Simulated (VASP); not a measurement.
Runs of VASP 6.6.1 on Ba. The structure is that of space group Im-3m (No. 229), or close to it. The cells are those of the table. 

```tsv
task	level	cell	k mesh	cutoff (eV)	smearing	gap on the mesh (eV)	pressure (GPa)	relaxed volume (Å³/atom)
relaxation of cell and atoms	PBE	relaxed from a = 4.328 Å, angles 109.5°, 1 atom	5 × 5 × 5	600	fermi-dirac 0.1 eV	none	0.0	63.12
single point	PBE	a = 4.328 Å, angles 109.5°, 1 atom	5 × 5 × 5	520	fermi-dirac 0.1 eV	none	0.1	-
single point	PBE	a = 4.328 Å, angles 109.5°, 1 atom	10 × 10 × 10	520	fermi-dirac 0.1 eV	none	(a)	-
single point	PBE+D4	a = 4.293 Å, angles 109.5°, 1 atom	5 × 5 × 5	520	gaussian 0.15 eV	none	0.0	-
relaxation of cell and atoms	PBE+D4	relaxed from a = 4.328 Å, angles 109.5°, 1 atom	5 × 5 × 5	600	gaussian 0.15 eV	none	0.0	60.93
```

Alike in all rows: potentials or basis VASP PAW PBE potentials, release 64 (Ba_sv); no spin polarisation.

**Question.** Estimate the missing entries.

**Answer.** (a) 0.2.

Caveats: spin-orbit coupling is left out, which moves the levels of the heavy elements; pairwise dispersion overbinds metals, which lowers pressure and volume (some runs).

A k mesh can miss the band edges, and the runs leave out spin-orbit coupling on Ba.

A gap of «none» marks levels without a gap at the run's occupations.
